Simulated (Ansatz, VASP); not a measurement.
# Li: VASP beside Ansatz

The input INCAR:

```
PREC     = Accurate       # precision mode
ENCUT    = 520            # plane-wave cutoff, eV
EDIFF    = 1E-6           # SCF threshold, eV
ISMEAR   = 0              # smearing method
SIGMA    = 0.1            # smearing width, eV
LREAL    = False          # projectors in reciprocal space
LASPH    = True           # aspherical terms in the spheres
NELM     = 100            # most SCF steps
ALGO     = Normal         # electronic algorithm
ISIF     = 2              # what is computed and relaxed
LWAVE    = False          # write WAVECAR
LCHARG   = False          # write CHGCAR
LDIPOL   = True         
IDIPOL   = 3            
DIPOL    = 0.5 0.5 0.500
GGA      = PS             # functional
NBANDS   = 26             # bands
```

KPOINTS

```
regular mesh
0
Gamma
  11 7 1
```

The input POSCAR:

```
Li
1.0
    3.0518541436      0.0000000000      0.0000000000
    0.0000000000      4.9991346439      0.0000000000
    0.0000000000      0.0000000000     26.4529272737
Li
10
Direct
    0.0000000000      0.7500000000      0.2835224972
    0.5000000000      0.2500000000      0.3168267284
    0.5000000000      0.7500000000      0.3834351908
    0.0000000000      0.2500000000      0.4167394220
    0.0000000000      0.7500000000      0.4833478844
    0.5000000000      0.2500000000      0.5166521156
    0.5000000000      0.7500000000      0.5832605780
    0.0000000000      0.2500000000      0.6165648092
    0.0000000000      0.7500000000      0.6831732716
    0.5000000000      0.2500000000      0.7164775028
```

Input for Ansatz:

```yaml
crystal:
  lattice:
    - [3.0518541436, 0.0, 0.0]
    - [0.0, 4.9991346439, 0.0]
    - [0.0, 0.0, 26.4529272737]
  atoms:
    - { symbol: Li, position: [0.0, 0.75, 0.2835224972] }
    - { symbol: Li, position: [0.5, 0.25, 0.3168267284] }
    - { symbol: Li, position: [0.5, 0.75, 0.3834351908] }
    - { symbol: Li, position: [0.0, 0.25, 0.416739422] }
    - { symbol: Li, position: [0.0, 0.75, 0.4833478844] }
    - { symbol: Li, position: [0.5, 0.25, 0.5166521156] }
    - { symbol: Li, position: [0.5, 0.75, 0.583260578] }
    - { symbol: Li, position: [0.0, 0.25, 0.6165648092] }
    - { symbol: Li, position: [0.0, 0.75, 0.6831732716] }
    - { symbol: Li, position: [0.5, 0.25, 0.7164775028] }
basis:
  ecutwfc: 420
kpoints:
  mp_grid: { grid: [11, 7, 1] }
hamiltonian:
  xc: pbesol
scf:
  occupations: { method: gaussian, width: 0.1 }
output:
  forces: true
  stress: true
  eigenvalues: true
efield:
  axis: 3
  dipole_correction: true
```

Alike in both runs: task single point; functional PBEsol; k mesh 11 × 7 × 1; occupations gaussian, width 0.1 eV; no spin polarisation.

|  | VASP | Ansatz |
| --- | --- | --- |
| version | VASP 6.6.1 | Ansatz 0.2.0 |
| potentials or method | VASP PAW PBE potentials, release 64 (Li_sv), cutoff 520 eV | scalar-relativistic, plane waves, PAW |
| valence electrons in the cell | 30 | 30 |

|  | VASP | Ansatz | Ansatz less VASP |
| --- | --- | --- | --- |
| gap on the k mesh at the Fermi level (eV) | none | none | - |
| rms of the force components (eV/Å) | 0.034 | 0.034 | +0.0004 |

VASP's potentials were made for PBE, not for PBEsol. Atom by atom the forces differ by 0.001 eV/Å (rms over components). A gap of «none» marks a metal or a gap that the smearing closes.

Noted on VASP's run: the cutoff is short for stress, so the pressure is rough.
